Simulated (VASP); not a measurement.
A run of VASP 6.6.1 is set up as follows.

Contents of INCAR:

```
  ALGO = Normal
  EDIFF = 1E-6
  ENCUT = 500
  GGA = PE
  GGA_COMPAT = False
  ISIF = 2
  ISMEAR = 0
  LASPH = True
  LCHARG = True
  LELF = True
  LMAXMIX = 6
  LREAL = False
  LVHAR = True
  LWAVE = False
  NBANDS = 28
  NELM = 200
  PREC = Accurate
  SIGMA = 0.1
```

KPOINTS

```
k-points
0
Gamma
  6 6 2
```

File POSCAR:

```
Dy2H
1.0
    3.7312137219      0.0000000000      0.0000000000
   -1.8656068610      3.2313258701      0.0000000000
    0.0000000000      0.0000000000     10.9288382412
Dy H
4 2
Direct
    0.0000000000      0.0000000000      0.0000000000
    0.0000000000      0.0000000000      0.5000000000
    0.3333333333      0.6666666667      0.7500000000
    0.6666666667      0.3333333333      0.2500000000
    0.0000000000      0.0000000000      0.2500000000
    0.0000000000      0.0000000000      0.7500000000
```

Potentials or basis: VASP PAW PBE potentials, release 64 (Dy_3, H), 4f in core.

The run is started by

```console
$ cat potpaw_PBE.64/Dy_3/POTCAR potpaw_PBE.64/H/POTCAR > POTCAR
$ mpirun -np 1 vasp_std > vasp.out
```

Question: Estimate the pressure.

Answer: 0.7 GPa.

Question: Predict the band gap on the k mesh.

Answer: Zero (bands 19 and 20 overlap by 1.75 eV).

Stress tensor (GPa, compression positive):
```
0.47 0.00 0.00
0.00 0.47 0.00
0.00 0.00 1.27
```

Caveat: spin-orbit coupling is left out, which moves the levels of the heavy elements; the 4f electrons are frozen in the core, so they carry no moment and show no levels. Spin polarisation is off, so any magnetic state and its effect on volume and gap are missing.
